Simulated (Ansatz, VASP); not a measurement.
One calculation of Li2O, two programs

The input INCAR:

```
SYSTEM = Li2O
PREC     = Accurate       ! precision mode
ENCUT    = 650            ! plane-wave cutoff, eV
EDIFF    = 1E-8           ! SCF threshold, eV
ISMEAR   = -1             ! smearing method
SIGMA    = 0.03           ! smearing width, eV
LREAL    = .False.        ! projectors in reciprocal space
LASPH    = .True.         ! aspherical terms in the spheres
NELM     = 120            ! most SCF steps
ALGO     = Normal         ! electronic algorithm
ISIF     = 2              ! what is computed and relaxed
LWAVE    = .False.        ! write WAVECAR
LCHARG   = .False.        ! write CHGCAR
GGA      = PS             ! functional
LEFG     = .True.       
NBANDS   = 13             ! bands
GGA_COMPAT= .False.
```

Contents of KPOINTS:

```
regular mesh
0
Gamma
  9 9 9
  0 0 0
```

POSCAR

```
Li2O
1.0
    0.0000000000      2.3398916431      2.3398916431
    2.3398916431      0.0000000000      2.3398916431
    2.3398916431      2.3398916431      0.0000000000
Li O
2 1
Direct
    0.2500000000      0.2500000000      0.2500000000
    0.7500000000      0.7500000000      0.7500000000
    0.0000000000      0.0000000000      0.0000000000
```

Input for Ansatz:

```yaml
crystal:
  lattice:
    - [0.0, 2.3398916431, 2.3398916431]
    - [2.3398916431, 0.0, 2.3398916431]
    - [2.3398916431, 2.3398916431, 0.0]
  atoms:
    - { symbol: Li, position: [0.25, 0.25, 0.25] }
    - { symbol: Li, position: [0.75, 0.75, 0.75] }
    - { symbol: O, position: [0.0, 0.0, 0.0] }
kpoints:
  mp_grid: { grid: [9, 9, 9] }
scf:
  occupations: { method: fermi_dirac, width: 0.03 }
hamiltonian:
  xc: pbesol
  pseudopotentials: { kind: paw }
output:
  forces: true
  stress: true
  eigenvalues: true
  efg: { contact_densities: true }
```

Change from the starting cell: volume scaled by 1.04, PAW files.

Alike in both runs: task electric field gradients; functional PBEsol; k mesh 9 × 9 × 9; occupations fermi-dirac, width 0.03 eV; no spin polarisation.

```csv
,VASP,Ansatz
version,VASP 6.6.1,Ansatz 0.2.0
potentials or method,"VASP PAW PBE potentials, release 64 (Li_sv, O)","PAW with Ansatz's default frozen-core files, scalar-relativistic"
plane-wave cutoff (eV),650,420
valence electrons in the cell,12,12
```

Ansatz gave:

| Quantity | Value |
| --- | --- |
| gap on the k mesh at the Fermi level (eV) | 4.86 |
| pressure (GPa) | -4.7 |

Problem. Which values does VASP return?

Solution. gap on the k mesh at the Fermi level (eV): 4.84; pressure (GPa): -5.0.

VASP's potentials were made for PBE, not for PBEsol.
